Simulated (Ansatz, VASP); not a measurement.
**Two plane-wave programs on Sb**

INCAR

```
SYSTEM = Sb
ALGO = Normal ; EDIFF = 1E-7
ENCUT = 520 ; GGA = PE
ISIF = 2 ; ISMEAR = 0
LASPH = .TRUE. ; LCHARG = .FALSE.
LREAL = .FALSE. ; LWAVE = .FALSE.
NBANDS = 18 ; NELM = 80
PREC = Accurate ; SIGMA = 0.1
```

Contents of KPOINTS:

```
k-points
0
G
  12 12 12
  0 0 0
```

File POSCAR:

```
Sb
1.0
   -4.1841182513      4.1841182513      2.0725590148
    4.1841182513     -4.1841182513      2.0725590148
    4.1841182513      4.1841182513     -2.0725590148
Sb
4
Direct
    0.3268044055      0.1731955945      0.5000000000
    0.8268044055      0.3268044055      0.1536088109
    0.6731955945      0.8268044055      0.5000000000
    0.1731955945      0.6731955945      0.8463911891
```

Input for Ansatz:

```yaml
crystal:
  lattice:
    - [-4.1841182513, 4.1841182513, 2.0725590148]
    - [4.1841182513, -4.1841182513, 2.0725590148]
    - [4.1841182513, 4.1841182513, -2.0725590148]
  atoms:
    - { symbol: Sb, position: [0.3268044055, 0.1731955945, 0.5] }
    - { symbol: Sb, position: [0.8268044055, 0.3268044055, 0.1536088109] }
    - { symbol: Sb, position: [0.6731955945, 0.8268044055, 0.5] }
    - { symbol: Sb, position: [0.1731955945, 0.6731955945, 0.8463911891] }
basis:
  ecutwfc: 420
kpoints:
  mp_grid: { grid: [12, 12, 12] }
hamiltonian:
  xc: pbe
scf:
  occupations: { method: gaussian, width: 0.1 }
output:
  forces: true
  stress: true
  eigenvalues: true
```

Alike in both runs: task single point; functional PBE; k mesh 12 × 12 × 12; occupations gaussian, width 0.1 eV; no spin polarisation.

|  | VASP | Ansatz |
| --- | --- | --- |
| version | VASP 6.6.1 | Ansatz 0.2.0 |
| potentials or method | VASP PAW PBE potentials, release 64 (Sb), cutoff 520 eV | scalar-relativistic, plane waves, PAW |
| valence electrons in the cell | 20 | 60 |

Ansatz gave:

| Item | Value |
| --- | --- |
| gap on the k mesh at the Fermi level (eV) | none |
| pressure (GPa) | 1.5 |
| rms of the force components (eV/Å) | 0.649 |

Estimate VASP's values.

gap on the k mesh at the Fermi level (eV): none; pressure (GPa): 1.5; rms of the force components (eV/Å): 0.683.

Atom by atom the forces differ by 0.034 eV/Å (rms over components). A gap of «none» marks a metal or a gap that the smearing closes. VASP's potentials hold 20 valence electrons a cell and Ansatz's 60, so a difference there can come from the potentials and not from the codes.

Neither program's run includes spin-orbit coupling.
